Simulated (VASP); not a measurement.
TiAl3, 4 atoms in the cell. It takes space group I4/mmm (No. 139, tetragonal). The conventional cell has a = 3.808 Å, b = 3.808 Å, c = 8.527 Å, α = 90.00°, β = 90.00°, γ = 90.00°. Ti (site symmetry 4/mmm) has 12 Al at 2.69 to 2.86 Å within 3.6 Å. Al (site symmetry 4/mmm) has 4 Ti at 2.69 Å and 8 Al at 2.86 Å within 3.6 Å. Al (site symmetry -4m2) has 8 Al at 2.69 to 2.86 Å and 4 Ti at 2.86 Å within 3.6 Å.  This cell differs from its parent crystal: volume scaled by 0.97, then relaxed in part.

| Item | Value |
| --- | --- |
| Program | VASP 6.6.1 |
| Task | single point |
| Functional | PBE |
| Potentials or basis | VASP PAW PBE potentials, release 64 (Ti_sv, Al) |
| Cutoff | 520 eV |
| k mesh | 18 × 18 × 18 |
| Occupations | gaussian, width 0.1 eV |
| Spin | no spin polarisation |
| Dipole correction | no |
| Further INCAR settings | ALGO = Fast; EDIFF = 1e-07; NBANDS = 18 |

Potentials or basis: VASP PAW PBE potentials, release 64 (Ti_sv, Al).

Launch:

```sh
$ cat potpaw_PBE.64/Ti_sv/POTCAR potpaw_PBE.64/Al/POTCAR > POTCAR
$ mpirun -np 1 vasp_std > vasp.out
```

Hardware: 1 thread of AMD EPYC 9R45 96-Core Processor (Zen 5) (shared host).

**Question.** Estimate the wall time of this run.

**Answer.** Run time: 30 min on 1 thread of AMD EPYC 9R45 96-Core Processor (Zen 5) (shared host), peak memory 0.6 GiB. Counts: scf iterations 42, k points 480.
